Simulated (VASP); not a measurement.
Wanted: the native input for a VASP 6.6.1 run.

```
Task                   : relaxation of cell and atoms
Functional             : PBE
Potentials or basis    : VASP PAW PBE potentials, release 64 (Al, Sn_d)
Cutoff                 : 600 eV
k mesh                 : 4 × 4 × 4
Occupations            : gaussian, width 0.1 eV
Spin                   : no spin polarisation
Dipole correction      : no
Further INCAR settings : ALGO = Fast; EDIFF = 1e-07; IBRION = 2; EDIFFG = -0.04; NSW = 90; ISIF = 3
```

The structure of AlSn4 lies in POSCAR:

```
AlSn4
1.0
   -3.1826353700      3.1826353700      3.1826353700
    3.1826353700     -3.1826353700      3.1826353700
    3.1826353700      3.1826353700     -3.1826353700
Al Sn
1 4
Direct
    0.0000000000      0.0000000000      0.0000000000
    0.0000000000      0.0000000000      0.5000000000
    0.5000000000      0.0000000000      0.0000000000
    0.0000000000      0.5000000000      0.0000000000
    0.5000000000      0.5000000000      0.5000000000
```

One way to write it, as run:

INCAR

```
PREC = Accurate ; ENCUT = 600
EDIFF = 1E-7 ; ISMEAR = 0
SIGMA = 0.1 ; LREAL = False
LASPH = True ; NELM = 100
ALGO = Fast ; ISIF = 3
LWAVE = False ; LCHARG = False
GGA = PE ; IBRION = 2
NSW = 90 ; EDIFFG = -0.04
```

KPOINTS

```
Automatic mesh
0
Gamma
  4 4 4
```

Potentials or basis: VASP PAW PBE potentials, release 64 (Al, Sn_d).

Launch:

```console
$ cat potpaw_PBE.64/Al/POTCAR potpaw_PBE.64/Sn_d/POTCAR > POTCAR
$ mpirun -np 1 vasp_std > vasp.out
```

It gave:

| Item | Value |
| --- | --- |
| Relaxed volume | 28.79 Å³/atom |
| Relaxed cell | a = 5.718 Å, b = 5.718 Å, c = 5.718 Å, α = 109.47°, β = 109.47°, γ = 109.47° |
| Space group after relaxing (to 0.05 Å) | Im-3m (No. 229) |
| Energy gained by relaxing | 49.7 meV/atom |
| Ionic steps | 3 |
| Pressure after relaxing | 0.1 GPa |

Run time: 3 min on 1 thread of AMD EPYC 7R43 64-Core Processor (Zen 3), on a shared host, peak memory 0.31 GiB.
